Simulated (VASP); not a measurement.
Set up this calculation in VASP 6.6.1, as the native input.

```yaml
Task: single point
Functional: r2SCAN
Potentials_or_basis: VASP PAW PBE potentials, release 64 (Si)
Cutoff: 520 eV
k_mesh: 2 × 2 × 2
Occupations: fermi-dirac, width 0.05 eV
Spin: no spin polarisation
Dipole_correction: no
Further_INCAR_settings: ALGO = Normal; EDIFF = 1e-06; NBANDS = 11
```

The system is Si.

```
Si
1.0
     0.00000    2.72273    2.72273
     2.72273    0.00000    2.72273
     2.72273    2.72273    0.00000
Si
2
Direct
  0.50000 0.50000 0.50000
  0.75000 0.75000 0.75000
```

One way to write it, as run:

POSCAR

```
Si
1.0
    0.0000000000      2.7227277380      2.7227277380
    2.7227277380      0.0000000000      2.7227277380
    2.7227277380      2.7227277380      0.0000000000
Si
2
Direct
    0.5000000000      0.5000000000      0.5000000000
    0.7500000000      0.7500000000      0.7500000000
```

INCAR.step1

```
PREC = Accurate ; ENCUT = 520
ISMEAR = -1 ; SIGMA = 0.05
LREAL = False ; LASPH = True
NELM = 60 ; NBANDS = 11
GGA = PE ; ALGO = Normal
EDIFF = 1E-4 ; LWAVE = True
LCHARG = False
```

INCAR.step2

```
PREC = Accurate ; ENCUT = 520
EDIFF = 1E-6 ; ISMEAR = -1
SIGMA = 0.05 ; LREAL = False
LASPH = True ; NELM = 60
ALGO = Normal ; ISIF = 2
LWAVE = False ; LCHARG = True
METAGGA = R2SCAN ; LMIXTAU = True
LELF = True ; LVHAR = True
NBANDS = 11 ; ISTART = 1
```

KPOINTS

```
Automatic mesh
0
Gamma
  2 2 2
```

Potentials or basis: VASP PAW PBE potentials, release 64 (Si).

The run is started by

```console
$ cat potpaw_PBE.64/Si/POTCAR > POTCAR
$ cp INCAR.step1 INCAR
$ mpirun -np 1 vasp_std > vasp.out
$ cp INCAR.step2 INCAR
$ mpirun -np 1 vasp_std > vasp.out
```

It gave:

```
Pressure               : 7.3 GPa
Band gap on the k mesh : 0.81 eV, indirect (least direct gap 2.70 eV)
```

Caveat: the k points lie up to 1.00 Å⁻¹ apart; the PAW data sets were made with another functional, which shifts forces and pressure a little.

It took 21 s on 1 thread of Intel Xeon 8259CL (shared host), peak memory 0.16 GiB.
